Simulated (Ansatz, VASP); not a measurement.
CdSe in VASP and in Ansatz

The input INCAR:

```
PREC     = Accurate       # precision mode
ENCUT    = 520            # plane-wave cutoff, eV
EDIFF    = 1E-8           # SCF threshold, eV
ISMEAR   = -1             # smearing method
SIGMA    = 0.03           # smearing width, eV
LREAL    = False          # projectors in reciprocal space
LASPH    = True           # aspherical terms in the spheres
NELM     = 80             # most SCF steps
ALGO     = Normal         # electronic algorithm
ISIF     = 2              # what is computed and relaxed
LWAVE    = False          # write WAVECAR
LCHARG   = False          # write CHGCAR
LEFG     = True         
NBANDS   = 16             # bands
```

KPOINTS

```
regular mesh
0
Gamma
  8 8 8
```

File POSCAR:

```
CdSe
1.0
    0.0000000000      3.0804715101      3.0804715101
    3.0804715101      0.0000000000      3.0804715101
    3.0804715101      3.0804715101      0.0000000000
Cd Se
1 1
Direct
    0.0000000000      0.0000000000      0.0000000000
    0.2500000000      0.2500000000      0.2500000000
```

Input for Ansatz:

```yaml
crystal:
  lattice:
    - [0.0, 3.0804715101, 3.0804715101]
    - [3.0804715101, 0.0, 3.0804715101]
    - [3.0804715101, 3.0804715101, 0.0]
  atoms:
    - { symbol: Cd, position: [0.0, 0.0, 0.0] }
    - { symbol: Se, position: [0.25, 0.25, 0.25] }
kpoints:
  mp_grid: { grid: [8, 8, 8] }
scf:
  occupations: { method: fermi_dirac, width: 0.03 }
hamiltonian:
  xc: lda
  pseudopotentials: { kind: all_electron, datasets: crystal }
output:
  forces: true
  stress: true
  eigenvalues: true
  efg: { contact_densities: true }
```

Change from the starting cell: volume scaled by 1.01, crystal datasets.

Alike in both runs: task electric field gradients; functional LDA; k mesh 8 × 8 × 8; occupations fermi-dirac, width 0.03 eV; no spin polarisation.

|  | VASP | Ansatz |
| --- | --- | --- |
| version | VASP 6.6.1 | Ansatz 0.2.0 |
| potentials or method | VASP PAW LDA potentials, release 64 (Cd, Se), cutoff 520 eV | all-electron PAW with datasets made for the crystal, scalar-relativistic |

Ansatz gave:

* pressure (GPa): -3.7

Q: What did VASP give for the same quantities?

A: Pressure (GPa): -3.3.

LDA's correlation is that of Perdew and Zunger in VASP and of Perdew and Wang (1992) in Ansatz. Ansatz ran all-electron here, and VASP with PAW potentials.
